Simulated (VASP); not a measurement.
# PbSe2 (R-3m) in VASP: single point with HSE06

Aim: the single point of PbSe2 with HSE06.

All numbers are computed with VASP 6.6.1; they aren't measurements. Logs are shortened: lines on timing, memory, paths and dates and some standing lists are left out, and cuts for length are marked.

### 1 The cell of the first run

Symmetry: R-3m, No. 166, trigonal system. The conventional cell has a = 4.030 Å, b = 4.030 Å, c = 17.141 Å, α = 90.00°, β = 90.00°, γ = 120.00°. Within 3.8 Å of Pb (site symmetry -3m) lie 6 Se at 2.86 Å. Se (site symmetry 3m) has 3 Pb at 2.86 Å and 3 Se at 3.33 Å within 3.8 Å.

### 2 Single point, HSE06

POSCAR reads:

```
PbSe2
1.0
    2.0150468078      1.1633878169      5.7137171036
   -2.0150468078      1.1633878169      5.7137171036
    0.0000000000     -2.3267756338      5.7137171036
Pb Se
1 2
Direct
    0.0000000000      0.0000000000      0.0000000000
    0.2362761235      0.2362761235      0.2362761235
    0.7637238765      0.7637238765      0.7637238765
```

INCAR.step1 reads:

```
ALGO     = Normal         # electronic algorithm
EDIFF    = 1E-5           # SCF threshold, eV
ENCUT    = 520            # plane-wave cutoff, eV
GGA      = PE             # functional
ISIF     = 2              # what is computed and relaxed
ISMEAR   = -1             # smearing method
LASPH    = True           # aspherical terms in the spheres
LCHARG   = False          # write CHGCAR
LREAL    = False          # projectors in reciprocal space
LWAVE    = True           # write WAVECAR
NBANDS   = 20             # bands
NELM     = 80             # most SCF steps
PREC     = Accurate       # precision mode
SIGMA    = 0.02           # smearing width, eV
```

INCAR.step2 reads:

```
ALGO     = Normal         # electronic algorithm
EDIFF    = 1E-6           # SCF threshold, eV
ENCUT    = 520            # plane-wave cutoff, eV
GGA      = PE             # functional
HFSCREEN = 0.2079         # screening, 1/A
ISIF     = 2              # what is computed and relaxed
ISMEAR   = -1             # smearing method
ISTART   = 1            
LASPH    = True           # aspherical terms in the spheres
LCHARG   = False          # write CHGCAR
LHFCALC  = True           # exact exchange
LREAL    = False          # projectors in reciprocal space
LWAVE    = False          # write WAVECAR
NBANDS   = 20             # bands
NELM     = 80             # most SCF steps
PREC     = Accurate       # precision mode
PRECFOCK = Normal       
SIGMA    = 0.02           # smearing width, eV
```

KPOINTS reads:

```
k-points
0
Gamma
  4 4 4
```

Potentials or basis: VASP PAW PBE potentials, release 64 (Pb_d, Se).

On the command line:

```bash
> cat potpaw_PBE.64/Pb_d/POTCAR potpaw_PBE.64/Se/POTCAR > POTCAR
> cp INCAR.step1 INCAR
> mpirun -np 1 vasp_std > vasp.out
> cp INCAR.step2 INCAR
> mpirun -np 1 vasp_std > vasp.out
```

OUTCAR:

```text
EDIFF = 1E-6
   ENCUT = 520
   GGA = PE
   HFSCREEN = 0.2079
   ISIF = 2
   ISMEAR = -1
   ISTART = 1
   LASPH = True
   LHFCALC = True
   LREAL = False
   NELM = 80
   PREC = Accurate
   PRECFOCK = Normal

 ion  position               nearest neighbor table
   1  0.000  0.000  0.000-   3 2.86   2 2.86   3 2.86   3 2.86   2 2.86   2 2.86
   2  0.236  0.236  0.236-   1 2.86   1 2.86   1 2.86
   3  0.764  0.764  0.764-   1 2.86   1 2.86   1 2.86

  LATTYP: Found a trigonal (rhomboedric) cell.
 ALAT       =     6.1693150341
 COS(alpha) =     0.7866334291

  Lattice vectors:

 A1 = (   2.0150468078,   1.1633878169,   5.7137171036)
 A2 = (  -2.0150468078,   1.1633878169,   5.7137171036)
 A3 = (   0.0000000000,  -2.3267756338,   5.7137171036)

Analysis of symmetry for initial positions (statically):
=====================================================================
 Subroutine PRICEL returns:
 Original cell was already a primitive cell.

 Routine SETGRP: Setting up the symmetry group for a
 trigonal (rhombohedral) supercell.

 Subroutine GETGRP returns: Found 12 space group operations
 (whereof 12 operations were pure point group operations)
 out of a pool of 12 trial point group operations.

The static configuration has the point symmetry D_3d.

Analysis of symmetry for dynamics (positions and initial velocities):
=====================================================================
 Subroutine PRICEL returns:
 Original cell was already a primitive cell.

 Routine SETGRP: Setting up the symmetry group for a
 trigonal (rhombohedral) supercell.

 Subroutine GETGRP returns: Found 12 space group operations
 (whereof 12 operations were pure point group operations)
 out of a pool of 12 trial point group operations.

The dynamic configuration has the point symmetry D_3d.

 Subroutine INISYM returns: Found 12 space group operations
 (whereof 12 operations are pure point group operations),
 and found     1 'primitive' translations

----------------------------------------------------------------------------------------

                                     Primitive cell
[... 80 lines left out ...]
   NELM   =     80;   NELMIN=  2; NELMDL=  0     # of ELM steps
   EDIFF  = 0.1E-05   stopping-criterion for ELM
   LREAL  =      F    real-space projection
   EDIFFG = 0.1E-04   stopping-criterion for IOM
   NSW    =      0    number of steps for IOM
   IBRION =     -1    ionic relax: 0-MD 1-quasi-New 2-CG
   NFREE  =      0    steps in history (QN), initial steepest desc. (CG)
   ISIF   =      2    stress and relaxation
   ISYM   =      3    0-nonsym 1-usesym 2-fastsym
   POTIM  = 0.5000    time-step for ionic-motion
   TEBEG  =    0.0;   TEEND  =   0.0 temperature during run
   PSTRESS=    0.0 pullay stress
   NELECT =      26.0000    total number of electrons
   NUPDOWN=      -1.0000    fix difference up-down
   EMIN   =  10.00;   EMAX   =-10.00  energy-range for DOS
   EFERMI =   0.00;   METHOD = LEGACY
   ISMEAR =    -1;   SIGMA  =   0.02  broadening in eV -4-tet -1-fermi 0-gaus
   EFERMI_NEDOS =   21; number of points for ismear=-14 and -15
   IALGO  =     38    algorithm
   IMIX   =      1    mixing-type and parameters
     AMIX     =   0.40;   BMIX     =  1.00
     AMIX_MAG =   1.60;   BMIX_MAG =  1.00
  volume/ion in A,a.u.               =      26.79       180.78
  Fermi-wavevector in a.u.,A,eV,Ry     =   1.123844  2.123757 17.184506  1.263026
  Thomas-Fermi vector in A             =   2.260513
   LORBIT       =      0    0 simple, 1 ext, 2 COOP (PROOUT), +10 PAW based schemes
   GGA     = PE    functional components
   LHFCALC =     T    Hartree Fock is set to
   PRECFOCK=normal    Normal, Fast or Accurate (Low or Medium for compatibility)
   ENCUT4O =  -1.0   cutoff for four orbital integrals eV
   NKREDX  =     1    reduce k-point grid by
   NKREDY  =     1    reduce k-point grid by
   NKREDZ  =     1    reduce k-point grid by
   AEXX    =    0.2500 exact exchange contribution
   HFSCREEN=    0.2079 screening length (either q_TF or 0.3 A-1)
   HFSCREENC=   0.2079 screening length for correlation (either q_TF or 0.3 A-1)
   ENCUTFOCK=  -1.0 apply spherical cutoff to Coloumb kernel
   IVDW    =     0    specifies the selected vdW correction
   LEPSILON=     F    determine dielectric tensor
   LRPA    =     F    only Hartree local field effects (RPA)
 non-spin polarized calculation
  energy-cutoff  :      520.00
  volume of cell :       80.37
 maximum number of plane-waves:      2187
 NGX is ok and might be reduce to    48
  NGX = 36; NGY = 36; NGZ = 36

 number of electron      26.0000001 magnetization

 Free energy of the ion-electron system (eV)
  ---------------------------------------------------
  ext. energy  EPLUGINS =         0.00000000
  ---------------------------------------------------
  free energy    TOTEN  =       -12.89063920 eV

  energy without entropy =      -12.88715743  energy(sigma->0) =      -12.88889831

 E-fermi :   4.0424     XC(G=0):  -7.9566

 val. band max:        4.0015254962   @ k =   0.5000   0.5000  -0.0000
 cond. band min:       4.0527951608   @ k =   0.2500   0.2500  -0.0000
 fundamental gap:      0.0512696646
 Fermi energy:         4.0423982969

 k-point     1 :       0.0000    0.0000    0.0000
  band No.  band energies     occupation
      1     -14.6195      2.00000
      2     -14.6195      2.00000
      3     -14.5602      2.00000
      4     -14.5288      2.00000
      5     -14.5288      2.00000
      6     -11.4231      2.00000
[... 288 lines left out ...]
     19      13.3108      0.00000
     20      13.3108      0.00000

------------------------ aborting loop because EDIFF is reached ----------------------------------------

  FORCE on cell =-STRESS in cart. coord.  units (eV):
  Direction    XX          YY          ZZ          XY          YZ          ZX
  --------------------------------------------------------------------------------------
  -------------------------------------------------------------------------------------
  Total       -0.0241594     -0.0241594     -0.5112948     -0.0000000     -0.0000000      0.0000000
  in kB       -0.4816346     -0.4816346    -10.1930075     -0.0000000     -0.0000000      0.0000000
  external PRESSURE =      -3.7187589 kB  Pullay stress =       0.0000000 kB

 VOLUME and BASIS-vectors are now :
 -----------------------------------------------------------------------------
  energy-cutoff  :      520.00
  volume of cell :       80.37
      direct lattice vectors                 reciprocal lattice vectors
     2.015046808  1.163387817  5.713717104     0.248133194  0.143259766  0.058339138
    -2.015046808  1.163387817  5.713717104    -0.248133194  0.143259766  0.058339138
     0.000000000 -2.326775634  5.713717104     0.000000000 -0.286519532  0.058339138

 POSITION                                       TOTAL-FORCE (eV/Angst)
 -----------------------------------------------------------------------------------
      0.00000      0.00000      0.00000         0.000000      0.000000     -0.000000
      0.00000      0.00000      4.05004         0.000000      0.000000      0.299277
      0.00000      0.00000     13.09111         0.000000      0.000000     -0.299277
 -----------------------------------------------------------------------------------
    total drift:                               -0.000002      0.000001      0.000000

  FREE ENERGIE OF THE ION-ELECTRON SYSTEM (eV)
  ---------------------------------------------------
  free  energy   TOTEN  =       -12.8906391994 eV

  energy  without entropy=      -12.8871574267  energy(sigma->0) =      -12.88889831
```

OUTCAR.step1:

```text
EDIFF = 1E-5
   ENCUT = 520
   GGA = PE
   ISIF = 2
[... 512 lines left out ...]
      0.00000      0.00000      0.00000         0.000000     -0.000000      0.000000
      0.00000      0.00000      4.05004         0.000000      0.000000     -0.203003
      0.00000      0.00000     13.09111         0.000000      0.000000      0.203003
 -----------------------------------------------------------------------------------
    total drift:                               -0.000000     -0.000000     -0.000000

  FREE ENERGIE OF THE ION-ELECTRON SYSTEM (eV)
  ---------------------------------------------------
  free  energy   TOTEN  =       -10.6044259697 eV

  energy  without entropy=      -10.6013035177  energy(sigma->0) =      -10.60286474
```

Run time: 1.6 h. Hardware: 1 thread of Intel Xeon Platinum 8375C at 2.90GHz (Ice Lake), shared host; peak memory 0.45 GiB.

What came out:

```
Free energy            : -12.8906 eV
Pressure               : -0.4 GPa
Largest force          : 0.299 eV/Å
Band gap on the k mesh : zero (bands 13 and 14 overlap by 0.52 eV)
```

Forces on the atoms (eV/Å):
```
Pb   0.000  0.000  0.000
Se   0.000  0.000  0.299
Se   0.000  0.000 -0.299
```

Stress tensor (GPa, compression positive):
```
-0.05  0.00  0.00
 0.00 -0.05  0.00
 0.00  0.00 -1.02
```

Levels at points of the mesh, in eV from the Fermi level:
| k point | band 11 | band 12 | band 13 | band 14 | band 15 | band 16 |
| --- | --- | --- | --- | --- | --- | --- |
| (0.00, 0.00, 0.00) | -1.06 | -1.06 | -0.64 | -0.51 | 3.34 | 4.42 |
| (0.50, 0.00, 0.00) | -2.66 | -2.51 | -1.82 | 0.90 | 3.85 | 6.41 |
| (0.50, 0.50, 0.00) | -2.05 | -1.31 | -0.43 | -0.04 | 3.44 | 4.86 |
| (0.50, 0.50, 0.50) | -1.76 | -0.55 | -0.55 | 2.15 | 3.14 | 4.79 |

Caveat: the k points lie up to 0.46 Å⁻¹ apart, too coarse for converged energies and pressures of a metal; the PAW data sets were made with another functional, which shifts forces and pressure a little; spin-orbit coupling is left out, which moves the levels of the heavy elements.

The gap in the log of VASP goes by the Fermi energy; the results here count the filled bands.